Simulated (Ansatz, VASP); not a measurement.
# Li2O: VASP beside Ansatz

Contents of INCAR:

```
  PREC = Accurate
  ENCUT = 750
  EDIFF = 1E-6
  ISMEAR = 0
  SIGMA = 0.01
  LREAL = False
  LASPH = True
  NELM = 120
  ALGO = Normal
  ISIF = 2
  LWAVE = False
  LCHARG = True
  GGA = PS
  LELF = True
  LVHAR = True
  NBANDS = 13
  GGA_COMPAT = False
```

File KPOINTS:

```
regular mesh
0
Gamma
  8 8 8
```

Contents of POSCAR:

```
Li2O
1.0
    0.0000000000      2.2899348936      2.2899348936
    2.2899348936      0.0000000000      2.2899348936
    2.2899348936      2.2899348936      0.0000000000
Li O
2 1
Direct
    0.2500000000      0.2500000000      0.2500000000
    0.7500000000      0.7500000000      0.7500000000
    0.0000000000      0.0000000000      0.0000000000
```

Input for Ansatz:

```yaml
crystal:
  lattice:
    - [0.0, 2.28993489356, 2.28993489356]
    - [2.28993489356, 0.0, 2.28993489356]
    - [2.28993489356, 2.28993489356, 0.0]
  atoms:
    - { symbol: Li, position: [0.25, 0.25, 0.25] }
    - { symbol: Li, position: [0.75, 0.75, 0.75] }
    - { symbol: O, position: [0.0, 0.0, 0.0] }
kpoints:
  mp_grid: { grid: [8, 8, 8] }
scf:
  occupations: { method: fixed }
  eigensolver: { kind: davidson }
  convergence: { dr2_threshold: 1.0e-08 }
hamiltonian:
  xc: pbesol
  pseudopotentials: { kind: paw }
output:
  forces: true
  stress: true
  eigenvalues: true
  eigenstates:
    nscf_kmesh: { grid: [12, 12, 12] }
    de_dk: true
    e_range: [-9, 14.87887747084]
  optics:
    e_range: [0, 20]
    de: 0.2
    sigma: 0.2
    bands: { spectra_wanted_up_to: 20 }
    nscf_kmesh: { grid: [12, 12, 12] }
checkpoint:
  write: ck
  write_wavefunctions: false
```

Alike in both runs: task single point; functional PBEsol; k mesh 8 × 8 × 8; no spin polarisation.

|  | VASP | Ansatz |
| --- | --- | --- |
| version | VASP 6.6.1 | Ansatz 0.2.0 |
| potentials or method | VASP PAW PBE potentials, release 64 (Li_sv, O) | PAW with Ansatz's default frozen-core files, scalar-relativistic |
| plane-wave cutoff (eV) | 750 | 420 |
| occupations | gaussian, width 0.01 eV | fixed |
| valence electrons in the cell | 12 | 12 |

|  | VASP | Ansatz | Ansatz less VASP |
| --- | --- | --- | --- |
| gap on the k mesh at the Fermi level (eV) | 4.87 | 4.88 | +0.008 |
| pressure (GPa) | 0.1 | 0.0 | -0.11 |

VASP's potentials were made for PBE, not for PBEsol. Ansatz's warnings: settled levels scf threshold loose, stress scf threshold loose.
